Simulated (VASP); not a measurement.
# Fe (Fd-3m) in VASP: a series of runs, part 2 of 2

VASP 6.6.1. The steps go on from the part before.

## (3) Single point, PBEsol, collinear spin, antiferromagnetic start (volume scaled by 0.92)

INCAR reads:

```
SYSTEM = Fe
PREC = Accurate ; ENCUT = 520
EDIFF = 1E-7 ; ISMEAR = -1
SIGMA = 0.05 ; LREAL = .False.
LASPH = .True. ; NELM = 150
ALGO = Normal ; ISIF = 2
LWAVE = .False. ; LCHARG = .True.
ISPIN = 2 ; MAGMOM = 2.5 -2.5
LORBIT = 11 ; LMAXMIX = 4
GGA = PS ; LELF = .True.
LVHAR = .True. ; NBANDS = 19
```

KPOINTS reads:

```
regular mesh
0
Gamma
  13 13 13
  0 0 0
```

POSCAR reads:

```
Fe
1.0
    0.0000000000      2.3365541056      2.3365541056
    2.3365541056      0.0000000000      2.3365541056
    2.3365541056      2.3365541056      0.0000000000
Fe
2
Direct
    0.1250000000      0.1250000000      0.1250000000
    0.8750000000      0.8750000000      0.8750000000
```

Potentials or basis: VASP PAW PBE potentials, release 64 (Fe).

Launch:

```
cat potpaw_PBE.64/Fe/POTCAR > POTCAR
mpirun -np 1 vasp_std > vasp.out
```

Wall time 49 s (1 thread of Intel Xeon 6975P-C (Granite Rapids), shared host); peak memory 0.2 GiB.

It converged, with:

```yaml
Free_energy: -15.2395 eV
Pressure: 14.6 GPa
Band_gap_on_the_k_mesh: zero (filled and empty bands overlap)
Net_moment: 0.00 μB per cell
Valence_electrons_inside_the_program's_atomic_spheres: Fe 7.75
```

Levels at points of the mesh, in eV from the Fermi level:
Spin up:
```
           k point  band 4  band 5  band 6  band 7  band 8  band 9  band 10  band 11  band 12  band 13
(0.00, 0.00, 0.00)   -2.80   -2.80   -2.80   -0.46   -0.46   -0.46     1.50     1.50    15.53    15.53
```
Spin down:
| k point | band 4 | band 5 | band 6 | band 7 | band 8 | band 9 | band 10 | band 11 | band 12 | band 13 |
| --- | --- | --- | --- | --- | --- | --- | --- | --- | --- | --- |
| (0.00, 0.00, 0.00) | -2.80 | -2.80 | -2.80 | -0.46 | -0.46 | -0.46 | 1.50 | 1.50 | 15.53 | 15.53 |

Caveat: the starting moments collapsed, and a magnetic state may lie lower; the PAW data sets were made with another functional, which shifts forces and pressure a little.

## (4) Single point, PBEsol, collinear spin, antiferromagnetic start (volume scaled by 0.96)

INCAR reads:

```
PREC = Accurate
ENCUT = 520
EDIFF = 1E-7
ISMEAR = -1
SIGMA = 0.05
LREAL = False
LASPH = True
NELM = 150
ALGO = Normal
ISIF = 2
LWAVE = False
LCHARG = False
ISPIN = 2
MAGMOM = 2.5 -2.5
LORBIT = 11
LMAXMIX = 4
GGA = PS
NBANDS = 19
```

KPOINTS reads:

```
regular mesh
0
Gamma
  13 13 13
```

POSCAR reads:

```
Fe
1.0
    0.0000000000      2.3699379603      2.3699379603
    2.3699379603      0.0000000000      2.3699379603
    2.3699379603      2.3699379603      0.0000000000
Fe
2
Direct
    0.1250000000      0.1250000000      0.1250000000
    0.8750000000      0.8750000000      0.8750000000
```

Potentials or basis: VASP PAW PBE potentials, release 64 (Fe).

Launch:

```
cat potpaw_PBE.64/Fe/POTCAR > POTCAR
mpirun -np 1 vasp_std > vasp.out
```

OUTCAR:

```text
PREC = Accurate
   ENCUT = 520
   EDIFF = 1E-7
   ISMEAR = -1
   LREAL = False
   LASPH = True
   NELM = 150
   ISIF = 2
   ISPIN = 2
   LORBIT = 11
   GGA = PS

 ion  position               nearest neighbor table
   1  0.125  0.125  0.125-   2 2.05   2 2.05   2 2.05   2 2.05
   2  0.875  0.875  0.875-   1 2.05   1 2.05   1 2.05   1 2.05

  LATTYP: Found a face centered cubic cell.
 ALAT       =     4.7398759206

  Lattice vectors:

 A1 = (   0.0000000000,   2.3699379603,   2.3699379603)
[... 1274 lines left out ...]
  in kB       55.5796608     55.5796608     55.5796608      0.0000000      0.0000000      0.0000000
  external PRESSURE =      55.5796608 kB  Pullay stress =       0.0000000 kB

 VOLUME and BASIS-vectors are now :
 -----------------------------------------------------------------------------
  energy-cutoff  :      520.00
  volume of cell :       26.62
      direct lattice vectors                 reciprocal lattice vectors
     0.000000000  2.369937960  2.369937960    -0.210975987  0.210975987  0.210975987
     2.369937960  0.000000000  2.369937960     0.210975987 -0.210975987  0.210975987
     2.369937960  2.369937960  0.000000000     0.210975987  0.210975987 -0.210975987

 POSITION                                       TOTAL-FORCE (eV/Angst)
 -----------------------------------------------------------------------------------
      0.59248      0.59248      0.59248         0.000000      0.000000      0.000000
      4.14739      4.14739      4.14739        -0.000000     -0.000000     -0.000000
 -----------------------------------------------------------------------------------
    total drift:                                0.000000     -0.000000     -0.000000

  FREE ENERGIE OF THE ION-ELECTRON SYSTEM (eV)
  ---------------------------------------------------
  free  energy   TOTEN  =       -15.3080246551 eV

  energy  without entropy=      -15.2899415637  energy(sigma->0) =      -15.29898311

 total charge

# of ion       s       p       d       tot
------------------------------------------
    1        0.619   0.491   6.544   7.655
    2        0.619   0.491   6.544   7.655
--------------------------------------------------
tot          1.239   0.983  13.088  15.310

 magnetization (x)

# of ion       s       p       d       tot
------------------------------------------
    1        0.000   0.000   0.000   0.000
    2       -0.000  -0.000  -0.000  -0.000
--------------------------------------------------
tot          0.000   0.000   0.000   0.000
```

OSZICAR:

```text
N       E                     dE             d eps       ncg     rms          rms(c)
DAV:   1     0.842700546021E+02    0.84270E+02   -0.67375E+03  6496   0.104E+03
DAV:   2    -0.127078875762E+02   -0.96978E+02   -0.83273E+02  6411   0.202E+02
DAV:   3    -0.164441352305E+02   -0.37362E+01   -0.35365E+01  7072   0.522E+01
DAV:   4    -0.164771102327E+02   -0.32975E-01   -0.32955E-01  7291   0.469E+00
DAV:   5    -0.164775279281E+02   -0.41770E-03   -0.41769E-03  7134   0.490E-01    0.156E+01
DAV:   6    -0.154029831759E+02    0.10745E+01   -0.47021E+00  7267   0.468E+01    0.625E+00
DAV:   7    -0.152719525504E+02    0.13103E+00   -0.61633E-01  8172   0.154E+01    0.304E+00
DAV:   8    -0.152981287347E+02   -0.26176E-01   -0.51594E-02 10742   0.427E+00    0.135E+00
DAV:   9    -0.153074343508E+02   -0.93056E-02   -0.31436E-02 10401   0.517E+00    0.264E-01
DAV:  10    -0.153079951350E+02   -0.56078E-03   -0.64219E-03  9536   0.822E-01    0.110E-01
DAV:  11    -0.153080209168E+02   -0.25782E-04   -0.15973E-04  8393   0.208E-01    0.383E-02
DAV:  12    -0.153080258091E+02   -0.48923E-05   -0.97804E-06 10454   0.709E-02    0.137E-02
DAV:  13    -0.153080247072E+02    0.11019E-05   -0.30817E-06 10195   0.331E-02    0.669E-03
DAV:  14    -0.153080246551E+02    0.52106E-07   -0.31251E-07  6835   0.980E-03
   1 F= -.15308025E+02 E0= -.15298983E+02  d E =-.180831E-01  mag=    -0.0000
```

stdout:

```text
POSCAR found type information on POSCAR Fe
 POSCAR found :  1 types and       2 ions
 scaLAPACK will be used
 -----------------------------------------------------------------------------
|                                                                             |
|                                                                             |
|     You enforced a specific xc type in the INCAR file but a different       |
|     I HOPE YOU KNOW WHAT YOU ARE DOING!                                     |
|                                                                             |
 -----------------------------------------------------------------------------

 LDA part: xc-table for (Slater+PW92), standard interpolation
 POSCAR, INCAR and KPOINTS ok, starting setup
 FFT: planning ... GRIDC
 FFT: planning ... GRID_SOFT
 FFT: planning ... GRID
 WAVECAR not read
 entering main loop
```

Wall time 50 s (1 thread of Intel Xeon 6975P-C (Granite Rapids), shared host); peak memory 0.2 GiB.

Results:

```
Free energy                                           : -15.3080 eV
Pressure                                              : 5.6 GPa
Band gap on the k mesh                                : zero (filled and empty bands overlap)
Net moment                                            : 0.00 μB per cell
Valence electrons inside the program's atomic spheres : Fe 7.66
```

Caveat: the starting moments collapsed, and a magnetic state may lie lower; the PAW data sets were made with another functional, which shifts forces and pressure a little.
